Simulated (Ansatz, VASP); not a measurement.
## One calculation of CsBr, two programs

INCAR

```
SYSTEM = CsBr
ALGO = Normal
EDIFF = 1E-6
ENCUT = 500
GGA = PS
GGA_COMPAT = .False.
ISIF = 2
ISMEAR = 0
LASPH = .True.
LCHARG = .True.
LELF = .True.
LREAL = .False.
LVHAR = .True.
LWAVE = .False.
NBANDS = 15
NELM = 120
PREC = Accurate
SIGMA = 0.1
```

Contents of KPOINTS:

```
k-points
0
Gamma
  4 4 4
  0 0 0
```

Contents of POSCAR:

```
CsBr
1.0
    4.3292457108      0.0000000000      0.0000000000
    0.0000000000      4.3292457108      0.0000000000
    0.0000000000      0.0000000000      4.3292457108
Cs Br
1 1
Direct
    0.0000000000      0.0000000000      0.0000000000
    0.5000000000      0.5000000000      0.5000000000
```

Input for Ansatz:

```yaml
crystal:
  lattice:
    - [4.3292457108, 0.0, 0.0]
    - [0.0, 4.3292457108, 0.0]
    - [0.0, 0.0, 4.3292457108]
  atoms:
    - { symbol: Cs, position: [0.0, 0.0, 0.0] }
    - { symbol: Br, position: [0.5, 0.5, 0.5] }
basis:
  ecutwfc: 420
kpoints:
  mp_grid: { grid: [4, 4, 4] }
hamiltonian:
  xc: pbesol
scf:
  occupations: { method: gaussian, width: 0.1 }
output:
  forces: true
  stress: true
  eigenvalues: true
```

Alike in both runs: task single point; functional PBEsol; k mesh 4 × 4 × 4; occupations gaussian, width 0.1 eV; no spin polarisation.

```csv
,VASP,Ansatz
version,VASP 6.6.1,Ansatz 0.2.0
potentials or method,"VASP PAW PBE potentials, release 64 (Cs_sv, Br), cutoff 500 eV","scalar-relativistic, plane waves, PAW"
valence electrons in the cell,16,16
```

Ansatz gave:

| Quantity | Value |
| --- | --- |
| gap on the k mesh at the Fermi level (eV) | 4.22 |
| least direct gap on the mesh (eV) | 4.23 |
| pressure (GPa) | -0.8 |

Estimate VASP's values.

gap on the k mesh at the Fermi level (eV): 4.21; least direct gap on the mesh (eV): 4.22; pressure (GPa): -0.8.

VASP's potentials were made for PBE, not for PBEsol. With one functional, cell and mesh, what is left measures potentials, basis and numerics.

Spin-orbit coupling is off throughout.
